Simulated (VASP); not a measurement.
# RbBr in VASP: further runs

The runs below take RbBr through single point, with LDA, PBE.

Everything below comes from runs of VASP 6.6.1. Logs are shortened: lines on timing, memory, paths and dates and some standing lists are left out, and cuts for length are marked.

## Step 1: The cell of the first run

It takes space group P6_3/mmc (No. 194, hexagonal). Conventional cell: a = 5.890 Å, b = 5.890 Å, c = 6.870 Å, α = 90.00°, β = 90.00°, γ = 120.00°. Rb (site symmetry -6m2) has 5 Br at 3.40 to 3.44 Å within 4.5 Å. Br (site symmetry -6m2) has 5 Rb at 3.40 to 3.44 Å within 4.5 Å.

## Step 2: Single point, LDA

INCAR reads:

```
  PREC = Accurate
  ENCUT = 520
  EDIFF = 1E-6
  ISMEAR = 0
  SIGMA = 0.01
  LREAL = False
  LASPH = True
  NELM = 80
  ALGO = Normal
  ISIF = 2
  LWAVE = False
  LCHARG = False
  GGA = CA
  NBANDS = 24
```

KPOINTS reads:

```
regular mesh
0
Gamma
  6 6 4
```

POSCAR reads:

```
RbBr
1.0
    5.8901391548      0.0000000000      0.0000000000
   -2.9450695774      5.1010101399      0.0000000000
    0.0000000000      0.0000000000      6.8703327543
Rb Br
2 2
Direct
    0.3333333333      0.6666666667     -0.0625000000
    0.6666666667      0.3333333333      0.4375000000
    0.3333333333      0.6666666667      0.4375000000
    0.6666666667      0.3333333333      0.9375000000
```

Potentials or basis: VASP PAW LDA potentials, release 64 (Rb_sv, Br).

On the command line:

```sh
cat potpaw_LDA.64/Rb_sv/POTCAR potpaw_LDA.64/Br/POTCAR > POTCAR
mpirun -np 1 vasp_std > vasp.out
```

OUTCAR:

```text
PREC = Accurate
   ENCUT = 520
   EDIFF = 1E-6
   ISMEAR = 0
   LREAL = False
   LASPH = True
   NELM = 80
   ISIF = 2
   GGA = CA

 ion  position               nearest neighbor table
   1  0.333  0.667  0.938-   4 3.40   4 3.40   4 3.40   3 3.44   3 3.44   2 4.83   2 4.83   2 4.83
                             2 4.83   2 4.83   2 4.83
   2  0.667  0.333  0.438-   3 3.40   3 3.40   3 3.40   4 3.44   4 3.44   1 4.83   1 4.83   1 4.83
                             1 4.83   1 4.83   1 4.83
   3  0.333  0.667  0.438-   2 3.40   2 3.40   2 3.40   1 3.44   1 3.44
   4  0.667  0.333  0.938-   1 3.40   1 3.40   1 3.40   2 3.44   2 3.44

  LATTYP: Found a hexagonal cell.
 ALAT       =     5.8901391548
 C/A-ratio  =     1.1664126388

  Lattice vectors:

 A1 = (   5.8901391548,   0.0000000000,   0.0000000000)
 A2 = (  -2.9450695774,   5.1010101399,   0.0000000000)
 A3 = (   0.0000000000,   0.0000000000,   6.8703327543)

Analysis of symmetry for initial positions (statically):
=====================================================================
 Subroutine PRICEL returns:
 Original cell was already a primitive cell.

 Routine SETGRP: Setting up the symmetry group for a
 hexagonal supercell.

 Subroutine GETGRP returns: Found 24 space group operations
 (whereof  6 operations were pure point group operations)
 out of a pool of 24 trial point group operations.

The static configuration has the point symmetry C_3v.
 The point group associated with its full space group is D_6h.

Analysis of symmetry for dynamics (positions and initial velocities):
=====================================================================
 Subroutine PRICEL returns:
 Original cell was already a primitive cell.

 Routine SETGRP: Setting up the symmetry group for a
 hexagonal supercell.

 Subroutine GETGRP returns: Found 24 space group operations
 (whereof  6 operations were pure point group operations)
 out of a pool of 24 trial point group operations.

The dynamic configuration has the point symmetry C_3v.
 The point group associated with its full space group is D_6h.

 Subroutine INISYM returns: Found 24 space group operations
 (whereof  6 operations are pure point group operations),
 and found     1 'primitive' translations

----------------------------------------------------------------------------------------

                                     Primitive cell

  volume of cell :     206.4237

  direct lattice vectors                    reciprocal lattice vectors
     5.890139155  0.000000000  0.000000000     0.169775276  0.098019801  0.000000000
    -2.945069577  5.101010140  0.000000000     0.000000000  0.196039602  0.000000000
     0.000000000  0.000000000  6.870332754     0.000000000  0.000000000  0.145553358

  length of vectors
     5.890139155  5.890139155  6.870332754     0.196039602  0.196039602  0.145553358

  position of ions in fractional coordinates (direct lattice)
     0.333333333  0.666666667  0.937500000
     0.666666667  0.333333333  0.437500000
     0.333333333  0.666666667  0.437500000
     0.666666667  0.333333333  0.937500000

  ion indices of the primitive-cell ions
   primitive index   ion index
                 1           1
                 2           2
                 3           3
                 4           4

----------------------------------------------------------------------------------------

 KPOINTS: regular mesh

Automatic generation of k-mesh.
 Grid dimensions read from file:
 generate k-points for:    6    6    4

 Generating k-lattice:

  Cartesian coordinates                     Fractional coordinates (reciprocal lattice)
     0.028295879  0.016336634  0.000000000     0.166666667 -0.000000000  0.000000000
     0.000000000  0.032673267  0.000000000     0.000000000  0.166666667  0.000000000
     0.000000000  0.000000000  0.036388339     0.000000000  0.000000000  0.250000000

  Length of vectors
     0.032673267  0.032673267  0.036388339

  Shift w.r.t. Gamma in fractional coordinates (k-lattice)
     0.000000000  0.000000000  0.000000000

 Subroutine IBZKPT returns following result:
 ===========================================

 Found     21 irreducible k-points:

 Following reciprocal coordinates:
            Coordinates               Weight
  0.000000  0.000000  0.000000      1.000000
  0.166667  0.000000  0.000000      6.000000
  0.333333  0.000000  0.000000      6.000000
  0.500000  0.000000  0.000000      3.000000
  0.166667  0.166667  0.000000      6.000000
  0.333333  0.166667  0.000000     12.000000
[... 13 lines left out ...]
  0.333333  0.166667  0.500000     12.000000
  0.333333  0.333333  0.500000      2.000000
   k-points           NKPTS =     21   k-points in BZ     NKDIM =     21   number of bands    NBANDS=     24
   number of dos      NEDOS =    301   number of ions     NIONS =      4
   total plane-waves  NPLWV = 124416
   dimension x,y,z NGX =    48 NGY =   48 NGZ =   54
   dimension x,y,z NGXF=    96 NGYF=   96 NGZF=  108
   ions per type =               2   2
   NGX,Y,Z   is equivalent  to a cutoff of  13.55, 13.55, 13.07 a.u.
   NGXF,Y,Z  is equivalent  to a cutoff of  27.10, 27.10, 26.13 a.u.
 SYSTEM =  unknown system
   PREC   = accura    normal or accurate (medium, high low for compatibility)
   ISTART =      0    job   : 0-new  1-cont  2-samecut
   ICHARG =      2    charge: 1-file 2-atom 10-const
   ISPIN  =      1    spin polarized calculation?
   LNONCOLLINEAR =      F non collinear calculations
   LSORBIT =      F    spin-orbit coupling
   LASPH  =      T    aspherical Exc in radial PAW
   ENCUT  =  520.0 eV  38.22 Ry    6.18 a.u.  10.95 10.95 12.77*2*pi/ulx,y,z
   NELM   =     80;   NELMIN=  2; NELMDL= -5     # of ELM steps
   EDIFF  = 0.1E-05   stopping-criterion for ELM
   LREAL  =      F    real-space projection
   EDIFFG = 0.1E-04   stopping-criterion for IOM
   NSW    =      0    number of steps for IOM
   IBRION =     -1    ionic relax: 0-MD 1-quasi-New 2-CG
   NFREE  =      0    steps in history (QN), initial steepest desc. (CG)
   ISIF   =      2    stress and relaxation
   ISYM   =      2    0-nonsym 1-usesym 2-fastsym
   POTIM  = 0.5000    time-step for ionic-motion
   TEBEG  =    0.0;   TEEND  =   0.0 temperature during run
   PSTRESS=    0.0 pullay stress
   NELECT =      32.0000    total number of electrons
   NUPDOWN=      -1.0000    fix difference up-down
   EMIN   =  10.00;   EMAX   =-10.00  energy-range for DOS
   EFERMI =   0.00;   METHOD = LEGACY
   ISMEAR =     0;   SIGMA  =   0.01  broadening in eV -4-tet -1-fermi 0-gaus
   EFERMI_NEDOS =   21; number of points for ismear=-14 and -15
   IALGO  =     38    algorithm
   IMIX   =      4    mixing-type and parameters
     AMIX     =   0.40;   BMIX     =  1.00
     AMIX_MAG =   1.60;   BMIX_MAG =  1.00
  volume/ion in A,a.u.               =      51.61       348.25
  Fermi-wavevector in a.u.,A,eV,Ry     =   0.879438  1.661896 10.522886  0.773410
  Thomas-Fermi vector in A             =   1.999661
   LORBIT       =      0    0 simple, 1 ext, 2 COOP (PROOUT), +10 PAW based schemes
   GGA     = CA    functional components
   LHFCALC =     F    Hartree Fock is set to
   AEXX    =    0.0000 exact exchange contribution
   IVDW    =     0    specifies the selected vdW correction
   LEPSILON=     F    determine dielectric tensor
   LRPA    =     F    only Hartree local field effects (RPA)
 non-spin polarized calculation
 Gauss-broadening in eV      SIGMA  =   0.01
  energy-cutoff  :      520.00
  volume of cell :      206.42
 maximum number of plane-waves:      5580
 NGX is ok and might be reduce to    48
   NGX = 21   NGY = 21   NGZ = 25

 number of electron      31.9999998 magnetization

 Free energy of the ion-electron system (eV)
  ---------------------------------------------------
  ext. energy  EPLUGINS =         0.00000000
  ---------------------------------------------------
  free energy    TOTEN  =       -13.04447953 eV

  energy without entropy =      -13.04447953  energy(sigma->0) =      -13.04447953

 E-fermi :  -2.7133     XC(G=0):  -6.5840

 val. band max:       -2.8012493664   @ k =   0.0000   0.0000   0.0000
 cond. band min:       0.9766164293   @ k =   0.0000   0.0000   0.0000
 fundamental gap:      3.7778657957
 Fermi energy:        -2.7132873311

 k-point     1 :       0.0000    0.0000    0.0000
  band No.  band energies     occupation
      1     -27.2907      2.00000
      2     -27.2808      2.00000
      3     -14.9425      2.00000
      4     -14.8990      2.00000
      5     -11.5737      2.00000
      6     -11.5179      2.00000
[... 16 lines left out ...]
     23       5.0303      0.00000
     24       5.3486      0.00000

 k-point     2 :       0.1667    0.0000    0.0000
  band No.  band energies     occupation
      1     -27.2899      2.00000
      2     -27.2812      2.00000
      3     -14.9490      2.00000
      4     -14.9110      2.00000
      5     -11.5643      2.00000
      6     -11.5233      2.00000
[... 16 lines left out ...]
     23       5.0439      0.00000
     24       5.1986      0.00000

 k-point     3 :       0.3333    0.0000    0.0000
  band No.  band energies     occupation
      1     -27.2880      2.00000
      2     -27.2824      2.00000
      3     -14.9605      2.00000
      4     -14.9362      2.00000
      5     -11.5403      2.00000
      6     -11.5333      2.00000
[... 16 lines left out ...]
     23       5.0584      0.00000
     24       5.2002      0.00000
[... 433 lines left out ...]
 k-point    20 :       0.3333    0.1667    0.5000
  band No.  band energies     occupation
      1     -27.2849      2.00000
      2     -27.2849      2.00000
      3     -14.9862      2.00000
      4     -14.9862      2.00000
      5     -11.5040      2.00000
      6     -11.5040      2.00000
[... 16 lines left out ...]
     23       5.0971      0.00000
     24       5.0971      0.00000

 k-point    21 :       0.3333    0.3333    0.5000
  band No.  band energies     occupation
      1     -27.2848      2.00000
      2     -27.2848      2.00000
      3     -14.9906      2.00000
      4     -14.9906      2.00000
      5     -11.5099      2.00000
      6     -11.5099      2.00000
[... 16 lines left out ...]
     23       4.9994      0.00000
     24       4.9994      0.00000

------------------------ aborting loop because EDIFF is reached ----------------------------------------

  FORCE on cell =-STRESS in cart. coord.  units (eV):
  Direction    XX          YY          ZZ          XY          YZ          ZX
  --------------------------------------------------------------------------------------
  -------------------------------------------------------------------------------------
  Total       -1.3414833     -1.3414833     -1.6818241      0.0000000     -0.0000000      0.0000000
  in kB      -10.4120522    -10.4120522    -13.0536405      0.0000000     -0.0000000      0.0000000
  external PRESSURE =     -11.2925816 kB  Pullay stress =       0.0000000 kB

 VOLUME and BASIS-vectors are now :
 -----------------------------------------------------------------------------
  energy-cutoff  :      520.00
  volume of cell :      206.42
      direct lattice vectors                 reciprocal lattice vectors
     5.890139155  0.000000000  0.000000000     0.169775276  0.098019801  0.000000000
    -2.945069577  5.101010140  0.000000000     0.000000000  0.196039602  0.000000000
     0.000000000  0.000000000  6.870332754     0.000000000  0.000000000  0.145553358

 POSITION                                       TOTAL-FORCE (eV/Angst)
 -----------------------------------------------------------------------------------
     -0.00000      3.40067      6.44094        -0.000000      0.000000     -0.000000
      2.94507      1.70034      3.00577         0.000000     -0.000000     -0.000000
     -0.00000      3.40067      3.00577        -0.000000      0.000000      0.000000
      2.94507      1.70034      6.44094         0.000000     -0.000000      0.000000
 -----------------------------------------------------------------------------------
    total drift:                               -0.000000      0.000000     -0.000034

  FREE ENERGIE OF THE ION-ELECTRON SYSTEM (eV)
  ---------------------------------------------------
  free  energy   TOTEN  =       -13.0444795332 eV

  energy  without entropy=      -13.0444795332  energy(sigma->0) =      -13.04447953
```

Wall time 2.3 min (1 thread of AMD EPYC 7R43 (Zen 3), shared host); peak memory 0.26 GiB.

What came out:

```yaml
Free_energy: -13.0445 eV
Pressure: -1.1 GPa
Band_gap_on_the_k_mesh: 3.78 eV, direct
```

(Part 1 of 2 ends here.)
